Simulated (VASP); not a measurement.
# I (I4_1/amd) in VASP: relaxation of cell and atoms with LDA

Aim: the relaxation of cell and atoms of I with LDA.

All numbers are computed with VASP 6.6.1; they aren't measurements. Logs are shortened: lines on timing, memory, paths and dates and some standing lists are left out, and cuts for length are marked.

## (1) The cell of the first run

The structure is tetragonal, space group I4_1/amd (No. 141). Conventional cell: a = 4.650 Å, b = 4.650 Å, c = 2.468 Å, α = 90.00°, β = 90.00°, γ = 90.00°. Within 3.2 Å of I (site symmetry -4m2) lie 10 I at 2.41 to 2.97 Å.

## (2) Relaxation of cell and atoms, LDA, target pressure 290 GPa, at which the enthalpy is minimised

INCAR reads:

```
SYSTEM = I
ALGO = Normal
EDIFF = 1E-7
EDIFFG = -0.005
ENCUT = 600
IBRION = 2
ISIF = 3
ISMEAR = -1
LASPH = .True.
LCHARG = .False.
LREAL = .False.
LWAVE = .False.
NELM = 100
NSW = 32
PREC = Accurate
PSTRESS = 2900.0
SIGMA = 0.05
```

KPOINTS reads:

```
k-points
0
Gamma
  17 17 17
  0 0 0
```

POSCAR reads:

```
I
1.0
   -2.3249746267      2.3249746267      1.2341882153
    2.3249746267     -2.3249746267      1.2341882153
    2.3249746267      2.3249746267     -1.2341882153
I
2
Direct
   -0.3750000000     -0.1250000000     -0.2500000000
    0.3750000000      0.1250000000      0.2500000000
```

Potentials or basis: VASP PAW LDA potentials, release 64 (I).

Run with:

```sh
> cat potpaw_LDA.64/I/POTCAR > POTCAR
> mpirun -np 1 vasp_std > vasp.out
```

OUTCAR:

```text
SYSTEM = I
   EDIFF = 1E-7
   EDIFFG = -0.005
   ENCUT = 600
   IBRION = 2
   ISIF = 3
   ISMEAR = -1
   LASPH = .True.
   LREAL = .False.
   NELM = 100
   NSW = 32
   PREC = Accurate
   PSTRESS = 2900.0

 ion  position               nearest neighbor table
   1  0.625  0.875  0.750-   2 2.41   2 2.41   2 2.41   2 2.41   2 2.97   2 2.97   2 2.97   2 2.97

   2  0.375  0.125  0.250-   1 2.41   1 2.41   1 2.41   1 2.41   1 2.97   1 2.97   1 2.97   1 2.97

  LATTYP: Found a body centered tetragonal cell.
 ALAT       =     4.6499492534
 C/A-ratio  =     0.5308394342

  Lattice vectors:

 A1 = (  -2.3249746267,   2.3249746267,   1.2341882153)
 A2 = (   2.3249746267,  -2.3249746267,   1.2341882153)
 A3 = (   2.3249746267,   2.3249746267,  -1.2341882153)

Analysis of symmetry for initial positions (statically):
=====================================================================
 Subroutine PRICEL returns:
 Original cell was already a primitive cell.

 Routine SETGRP: Setting up the symmetry group for a
 body centered tetragonal supercell.

 Subroutine GETGRP returns: Found 16 space group operations
 (whereof  4 operations were pure point group operations)
 out of a pool of 16 trial point group operations.

The static configuration has the point symmetry C_2h.
 The point group associated with its full space group is D_4h.

Analysis of symmetry for dynamics (positions and initial velocities):
=====================================================================
 Subroutine PRICEL returns:
 Original cell was already a primitive cell.

 Routine SETGRP: Setting up the symmetry group for a
 body centered tetragonal supercell.

 Subroutine GETGRP returns: Found 16 space group operations
 (whereof  4 operations were pure point group operations)
 out of a pool of 16 trial point group operations.

The dynamic configuration has the point symmetry C_2h.
 The point group associated with its full space group is D_4h.

 Subroutine INISYM returns: Found 16 space group operations
 (whereof  4 operations are pure point group operations),
 and found     1 'primitive' translations

----------------------------------------------------------------------------------------

                                     Primitive cell

  volume of cell :      26.6857

  direct lattice vectors                    reciprocal lattice vectors
    -2.324974627  2.324974627  1.234188215     0.000000000  0.215056110  0.405124594
     2.324974627 -2.324974627  1.234188215     0.215056110  0.000000000  0.405124594
     2.324974627  2.324974627 -1.234188215     0.215056110  0.215056110  0.000000000

  length of vectors
     3.512012896  3.512012896  3.512012896     0.458666619  0.458666619  0.304135268

  position of ions in fractional coordinates (direct lattice)
     0.625000000  0.875000000  0.750000000
     0.375000000  0.125000000  0.250000000

  ion indices of the primitive-cell ions
   primitive index   ion index
                 1           1
                 2           2

----------------------------------------------------------------------------------------

 KPOINTS: k-points

Automatic generation of k-mesh.
 Grid dimensions read from file:
 generate k-points for:   17   17   17

 Generating k-lattice:

  Cartesian coordinates                     Fractional coordinates (reciprocal lattice)
     0.000000000  0.012650359  0.023830858     0.058823529  0.000000000  0.000000000
     0.012650359  0.000000000  0.023830858     0.000000000  0.058823529  0.000000000
     0.012650359  0.012650359  0.000000000     0.000000000  0.000000000  0.058823529

  Length of vectors
     0.026980389  0.026980389  0.017890310

  Shift w.r.t. Gamma in fractional coordinates (k-lattice)
     0.000000000  0.000000000  0.000000000

 Subroutine IBZKPT returns following result:
 ===========================================

 Found    405 irreducible k-points:

 Following reciprocal coordinates:
            Coordinates               Weight
  0.000000  0.000000  0.000000      1.000000
  0.058824  0.000000 -0.000000      8.000000
  0.117647  0.000000 -0.000000      8.000000
  0.176471  0.000000  0.000000      8.000000
  0.235294  0.000000 -0.000000      8.000000
  0.294118  0.000000 -0.000000      8.000000
[... 16 lines left out ...]
 -0.176471  0.058824  0.000000     16.000000
 -0.117647  0.058824  0.000000     16.000000
 [... further k-points ...]
   k-points           NKPTS =    405   k-points in BZ     NKDIM =    405   number of bands    NBANDS=     11
   number of dos      NEDOS =    301   number of ions     NIONS =      2
   total plane-waves  NPLWV =  21952
   dimension x,y,z NGX =    28 NGY =   28 NGZ =   28
   dimension x,y,z NGXF=    56 NGYF=   56 NGZF=   56
   ions per type =               2
   NGX,Y,Z   is equivalent  to a cutoff of  13.25, 13.25, 13.25 a.u.
   NGXF,Y,Z  is equivalent  to a cutoff of  26.51, 26.51, 26.51 a.u.
 SYSTEM =  I
   PREC   = accura    normal or accurate (medium, high low for compatibility)
   ISTART =      0    job   : 0-new  1-cont  2-samecut
   ICHARG =      2    charge: 1-file 2-atom 10-const
   ISPIN  =      1    spin polarized calculation?
   LNONCOLLINEAR =      F non collinear calculations
   LSORBIT =      F    spin-orbit coupling
   LASPH  =      T    aspherical Exc in radial PAW
   ENCUT  =  600.0 eV  44.10 Ry    6.64 a.u.   7.01  7.01  7.01*2*pi/ulx,y,z
   NELM   =    100;   NELMIN=  2; NELMDL= -5     # of ELM steps
   EDIFF  = 0.1E-06   stopping-criterion for ELM
   LREAL  =      F    real-space projection
   EDIFFG = -.5E-02   stopping-criterion for IOM
   NSW    =     32    number of steps for IOM
   IBRION =      2    ionic relax: 0-MD 1-quasi-New 2-CG
   NFREE  =      1    steps in history (QN), initial steepest desc. (CG)
   ISIF   =      3    stress and relaxation
   ISYM   =      2    0-nonsym 1-usesym 2-fastsym
   POTIM  = 0.5000    time-step for ionic-motion
   TEBEG  =    0.0;   TEEND  =   0.0 temperature during run
   PSTRESS= 2900.0 pullay stress
   NELECT =      14.0000    total number of electrons
   NUPDOWN=      -1.0000    fix difference up-down
   EMIN   =  10.00;   EMAX   =-10.00  energy-range for DOS
   EFERMI =   0.00;   METHOD = LEGACY
   ISMEAR =    -1;   SIGMA  =   0.05  broadening in eV -4-tet -1-fermi 0-gaus
   EFERMI_NEDOS =   21; number of points for ismear=-14 and -15
   IALGO  =     38    algorithm
   IMIX   =      4    mixing-type and parameters
     AMIX     =   0.40;   BMIX     =  1.00
     AMIX_MAG =   1.60;   BMIX_MAG =  1.00
  volume/ion in A,a.u.               =      13.34        90.04
  Fermi-wavevector in a.u.,A,eV,Ry     =   1.320358  2.495114 23.719638  1.743344
  Thomas-Fermi vector in A             =   2.450190
   LORBIT       =      0    0 simple, 1 ext, 2 COOP (PROOUT), +10 PAW based schemes
   GGA     = CA    functional components
   LHFCALC =     F    Hartree Fock is set to
   AEXX    =    0.0000 exact exchange contribution
   IVDW    =     0    specifies the selected vdW correction
   LEPSILON=     F    determine dielectric tensor
   LRPA    =     F    only Hartree local field effects (RPA)
 conjugate gradient relaxation of ions
 non-spin polarized calculation
  energy-cutoff  :      600.00
  volume of cell :       26.69
 maximum number of plane-waves:       912
   NGX = 15   NGY = 15   NGZ = 15

--------------------------------------- Ionic step        1  -------------------------------------------

 number of electron      13.9999998 magnetization

 Free energy of the ion-electron system (eV)
  ---------------------------------------------------
  ext. energy  EPLUGINS =         0.00000000
  ---------------------------------------------------
  free energy    TOTEN  =        13.29491473 eV

  energy without entropy =       13.30048631  energy(sigma->0) =       13.29770052

------------------------ aborting loop because EDIFF is reached ----------------------------------------

  FORCE on cell =-STRESS in cart. coord.  units (eV):
  Direction    XX          YY          ZZ          XY          YZ          ZX
  --------------------------------------------------------------------------------------
  -------------------------------------------------------------------------------------
  Total       48.6299965     48.6299965     48.6704117      0.0000000     -0.0000000      0.0000000
  in kB     2919.6917266   2919.6917266   2922.1182072      0.0000000     -0.0000000      0.0000000
  external PRESSURE =      20.5005535 kB  Pullay stress =    2900.0000000 kB
[... 61 lines left out ...]
  enthalpy is  TOTEN    =        61.6372009723 eV   P V=       49.5053501035

--------------------------------------- Ionic step        3  -------------------------------------------

 number of electron      13.9999998 magnetization

 Free energy of the ion-electron system (eV)
  ---------------------------------------------------
  ext. energy  EPLUGINS =         0.00000000
  ---------------------------------------------------
  free energy    TOTEN  =        13.19149074 eV

  energy without entropy =       13.19707513  energy(sigma->0) =       13.19428294

 E-fermi :  23.8717     XC(G=0): -13.8807

 val. band max:       23.8591992533   @ k =   0.3529   0.1765  -0.0000
 cond. band min:      23.8834576165   @ k =  -0.1765   0.4706   0.1765
 fundamental gap:      0.0242583633
 Fermi energy:        23.8717328208

 k-point     1 :       0.0000    0.0000    0.0000
  band No.  band energies     occupation
      1      -2.0038      2.00000
      2      11.0234      2.00000
      3      11.9200      2.00000
      4      11.9200      2.00000
      5      20.0351      2.00000
      6      25.2540      0.00000
      7      25.2540      0.00000
      8      27.2289      0.00000
      9      27.8678      0.00000
     10      30.0824      0.00000
     11      30.9456      0.00000
[... 309 lines left out ...]
 k-point    24 :      -0.1176    0.0588    0.0000
  band No.  band energies     occupation
      1      -1.7859      2.00000
      2       9.5284      2.00000
      3      11.9751      2.00000
      4      13.5539      2.00000
      5      20.6195      2.00000
      6      23.8121      1.53463
      7      25.0058      0.00000
      8      26.2516      0.00000
      9      26.6376      0.00000
     10      30.1704      0.00000
     11      30.7988      0.00000

 [... further k-points ...]

------------------------ aborting loop because EDIFF is reached ----------------------------------------

  FORCE on cell =-STRESS in cart. coord.  units (eV):
  Direction    XX          YY          ZZ          XY          YZ          ZX
  --------------------------------------------------------------------------------------
  -------------------------------------------------------------------------------------
  Total       48.3988456     48.3988456     48.4046161     -0.0000000     -0.0000000      0.0000000
  in kB     2899.6266981   2899.6266981   2899.9724145     -0.0000000     -0.0000000      0.0000000
  external PRESSURE =      -0.2580631 kB  Pullay stress =    2900.0000000 kB
[... 17 lines left out ...]
  FREE ENERGIE OF THE ION-ELECTRON SYSTEM (eV)
  ---------------------------------------------------
  free  energy   TOTEN  =        13.1914907398 eV

  energy  without entropy=       13.1970751346  energy(sigma->0) =       13.19428294

  enthalpy is  TOTEN    =        61.5965672876 eV   P V=       48.4050765478

 reached required accuracy - stopping structural energy minimisation
```

Run time: 2.2 min. Hardware: 1 thread of Intel Xeon 6975P-C (Granite Rapids), shared host; peak memory 0.26 GiB.

Results:

```yaml
Free_energy: 13.1915 eV
Relaxed_volume: 13.37 Å³/atom
Relaxed_cell: a = 3.514 Å, b = 3.514 Å, c = 3.514 Å, α = 97.09°, β = 97.09°, γ = 138.85°
Space_group_after_relaxing_to_0.1_Å: I4_1/amd (No. 141)
Energy_change_on_relaxing_the_run_minimises_the_enthalpy: -51.7 meV/atom
Ionic_steps: 3
Pressure_after_relaxing: 290.0 GPa
Band_gap_on_the_k_mesh: zero (bands 7 and 8 overlap by 10.68 eV)
```

The path:
| step | energy change (eV) | largest force (eV/Å) | pressure (GPa) | volume (Å³) |
| --- | --- | --- | --- | --- |
| 1 | 0.0000 | 0.0000 | 292.05 | 26.69 |
| 2 | -1.1631 | 0.0000 | 269.03 | 27.35 |
| 3 | -0.1034 | 0.0000 | 289.97 | 26.74 |

Final structure:
```
I
1.0
    -2.32656    2.32656    1.23513
     2.32656   -2.32656    1.23513
     2.32656    2.32656   -1.23513
I
2
Direct
  0.62500 0.87500 0.75000
  0.37500 0.12500 0.25000
```

Caveat: the cell is relaxed towards a set pressure, so the run minimises the enthalpy, not the energy; spin-orbit coupling is left out, which moves the levels of the heavy elements.

The gap in the log of VASP goes by the Fermi energy; the results here count the filled bands.